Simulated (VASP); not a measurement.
Crystal: HfSi2O6.

```
CELL_PARAMETERS angstrom
-0.02390 -4.98435 0.04100
-4.95254 2.46857 -0.06610
0.12265 0.04892 -5.99030
ATOMIC_POSITIONS crystal
Hf 0.43848 0.98322 0.99964
Si 0.01938 0.51419 0.34749
Si 0.52226 0.52302 0.68440
O 0.57906 0.80061 0.79815
O 0.85149 0.53215 0.55291
O 0.78908 0.20354 0.19152
O 0.36052 0.24855 0.83991
O 0.31629 0.45190 0.41616
O 0.12421 0.74283 0.16982
```

| Property | Result |
| --- | --- |
| Program | VASP 6.6.1 |
| Task | relaxation of cell and atoms |
| Functional | PBE |
| Potentials or basis | VASP PAW PBE potentials, release 64 (Hf_pv, Si, O) |
| Cutoff | 600 eV |
| k mesh | 4 × 4 × 2 |
| Occupations | gaussian, width 0.1 eV |
| Spin | no spin polarisation |

At the start: pressure -1.6 GPa; volume 16.47 Å³/atom.

Task: How do energy, volume and symmetry change on relaxing?

Result: Over 24 steps the energy falls by 218.1 meV/atom and the volume is 16.00 Å³/atom (-2.9 %); space group C2 (No. 5, to 0.05 Å).

Step by step:
| step | energy change (eV) | largest force (eV/Å) | pressure (GPa) | volume (Å³) |
| --- | --- | --- | --- | --- |
| 1 | 0.0000 | 6.8880 | -1.61 | 148.24 |
| 2 | 3.5223 | 13.7750 | 13.28 | 144.42 |
| 3 | -1.5500 | 2.3978 | -3.49 | 146.86 |
| 4 | -1.3232 | 7.0355 | 6.42 | 139.81 |
| 5 | -1.8234 | 1.6021 | -0.10 | 143.62 |
| 6 | -1.7940 | 3.2698 | 1.73 | 142.36 |
| 7 | -1.9083 | 0.5772 | 0.51 | 143.03 |
| 8 | -1.9360 | 0.4838 | 0.05 | 143.55 |
| 9 | -1.9360 | 0.4845 | 0.05 | 143.55 |
| 10 | -1.9512 | 0.3055 | -0.32 | 143.95 |
| 11 | -1.9514 | 0.2430 | -0.29 | 143.92 |
| 12 | -1.9550 | 0.2148 | 0.13 | 143.60 |
| 13 | -1.9550 | 0.1992 | 0.11 | 143.62 |
| 14 | -1.9582 | 0.1343 | 0.24 | 143.56 |
| 15 | -1.9583 | 0.1543 | 0.29 | 143.54 |
| 16 | -1.9607 | 0.1141 | 0.05 | 143.79 |
| 17 | -1.9610 | 0.1196 | -0.08 | 143.93 |
| 18 | -1.9618 | 0.0849 | -0.07 | 143.96 |
| 19 | -1.9618 | 0.0783 | -0.07 | 143.95 |
| 20 | -1.9623 | 0.0554 | 0.03 | 143.88 |
| 21 | -1.9625 | 0.0791 | 0.13 | 143.81 |
| 22 | -1.9628 | 0.0356 | 0.07 | 143.87 |
| 23 | -1.9629 | 0.0477 | 0.03 | 143.91 |
| 24 | -1.9630 | 0.0246 | -0.02 | 143.97 |

Final structure:
```xyz
9
Lattice="-0.0067 -4.9914 -0.0107 -4.9291 2.4906 -0.0013 0.1691 -0.0119 -5.8474" Properties=species:S:1:pos:R:3 pbc="T T T"
Hf   -0.0104   -2.2729   -0.0057
Si   -2.3499    1.1471   -2.0150
Si   -2.4069   -1.3421   -3.8389
O    -3.7639   -0.9019   -4.6215
O    -2.5579   -2.9017   -3.3526
O    -1.0160   -3.4074   -1.2148
O    -1.1208   -1.2222   -4.8346
O    -2.1844   -0.4087   -2.5100
O    -3.6565    1.2549   -1.0442
```

Caveat: the k points lie up to 0.54 Å⁻¹ apart in the final cell.
